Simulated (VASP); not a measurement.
Write the native input for VASP 6.6.1 that does the following.

| Item | Value |
| --- | --- |
| Task | single point |
| Functional | PBE |
| Potentials or basis | VASP PAW PBE potentials, release 64 (Al, P) |
| Cutoff | 500 eV |
| k mesh | 6 × 6 × 6 |
| Occupations | gaussian, width 0.01 eV |
| Spin | no spin polarisation |
| Dipole correction | no |
| Further INCAR settings | ALGO = Normal; EDIFF = 1e-06; NBANDS = 11 |

The structure of AlP lies in POSCAR:

```
AlP
1.0
    0.0000000000      2.8276806774      2.8276806774
    2.8276806774      0.0000000000      2.8276806774
    2.8276806774      2.8276806774      0.0000000000
Al P
1 1
Direct
    0.0000000000      0.0000000000      0.0000000000
    0.2500000000      0.2500000000      0.2500000000
```

This cell differs from its parent crystal: volume changed by +10%.

One way to write it, as run:

INCAR

```
PREC = Accurate ; ENCUT = 500
EDIFF = 1E-6 ; ISMEAR = 0
SIGMA = 0.01 ; LREAL = F
LASPH = T ; NELM = 120
ALGO = Normal ; ISIF = 2
LWAVE = F ; LCHARG = F
GGA = PE ; NBANDS = 11
GGA_COMPAT = F
```

KPOINTS

```
Automatic mesh
0
Gamma
  6 6 6
```

Potentials or basis: VASP PAW PBE potentials, release 64 (Al, P).

Launch:

```sh
$ cat potpaw_PBE.64/Al/POTCAR potpaw_PBE.64/P/POTCAR > POTCAR
$ mpirun -np 1 vasp_std > vasp.out
```

Results of the run:

```
Pressure               : -5.6 GPa
Band gap on the k mesh : 1.77 eV, indirect (least direct gap 2.42 eV)
```

Run time: 11 s on 1 thread of Intel(R) Xeon(R) Platinum 8259CL CPU @ 2.50GHz (Skylake/Cascade Lake), with other jobs on the host, peak memory 0.15 GiB.
